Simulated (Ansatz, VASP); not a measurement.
## Al3GaN4: VASP beside Ansatz

The input INCAR:

```
ALGO = Normal ; EDIFF = 1E-6
ENCUT = 520 ; GGA = PS
ISIF = 2 ; ISMEAR = 0
LASPH = T ; LCHARG = F
LREAL = F ; LWAVE = F
NBANDS = 31 ; NELM = 100
PREC = Accurate ; SIGMA = 0.05
```

File KPOINTS:

```
k-points
0
Gamma
  6 8 4
```

POSCAR

```
Al3GaN4
1.0
    5.0434079713      0.0000000000      0.0001149907
    0.0000000000      3.1300738974      0.0000000000
   -0.0032362569      0.0000000000      5.4179919474
Al Ga N
3 1 4
Direct
    0.5002300423      0.4878876808      0.1673295664
    0.0009207036      0.4929958370      0.8348055932
    0.0010880650     -0.0239610956      0.3316926342
    0.4994217138      0.0217796305      0.6662009016
    0.1111724737     -0.0065148072      0.6663292503
    0.1224543238      0.4772367617      0.1671578647
    0.6251234799      0.5153926201      0.8401923551
    0.6231881979     -0.0115477048      0.3262928345
```

Input for Ansatz:

```yaml
crystal:
  lattice:
    - [5.0434079713, 0.0, 0.0001149907]
    - [0.0, 3.1300738974, 0.0]
    - [-0.0032362569, 0.0, 5.4179919474]
  atoms:
    - { symbol: Al, position: [0.5002300423, 0.4878876808, 0.1673295664] }
    - { symbol: Al, position: [0.0009207036, 0.492995837, 0.8348055932] }
    - { symbol: Al, position: [0.001088065, -0.0239610956, 0.3316926342] }
    - { symbol: Ga, position: [0.4994217138, 0.0217796305, 0.6662009016] }
    - { symbol: "N", position: [0.1111724737, -0.0065148072, 0.6663292503] }
    - { symbol: "N", position: [0.1224543238, 0.4772367617, 0.1671578647] }
    - { symbol: "N", position: [0.6251234799, 0.5153926201, 0.8401923551] }
    - { symbol: "N", position: [0.6231881979, -0.0115477048, 0.3262928345] }
basis:
  ecutwfc: 420
kpoints:
  mp_grid: { grid: [6, 8, 4] }
hamiltonian:
  xc: pbesol
scf:
  occupations: { method: gaussian, width: 0.05 }
output:
  forces: true
  stress: true
  eigenvalues: true
```

Change from the starting cell: mode 4 (171.0 1/cm) frozen in, largest displacement +0.075 Å.

Alike in both runs: task single point; functional PBEsol; k mesh 6 × 8 × 4; occupations gaussian, width 0.05 eV; no spin polarisation.

|  | VASP | Ansatz |
| --- | --- | --- |
| version | VASP 6.6.1 | Ansatz 0.2.0 |
| potentials or method | VASP PAW PBE potentials, release 64 (Al, Ga_d, N), cutoff 520 eV | scalar-relativistic, plane waves, PAW |
| valence electrons in the cell | 42 | 42 |

Ansatz gave:

* gap on the k mesh at the Fermi level (eV): 3.45
* least direct gap on the mesh (eV): 3.45
* pressure (GPa): -0.1
* traceless stress, the component that is largest in VASP (GPa): 0.24
* rms of the force components (eV/Å): 0.121

Q: Which values does VASP return?

A: gap on the k mesh at the Fermi level (eV): 3.47; least direct gap on the mesh (eV): 3.47; pressure (GPa): -0.1; traceless stress, the component that is largest in VASP (GPa): 0.24; rms of the force components (eV/Å): 0.121.

VASP's potentials were made for PBE, not for PBEsol. Atom by atom the forces differ by 0.004 eV/Å (rms over components).
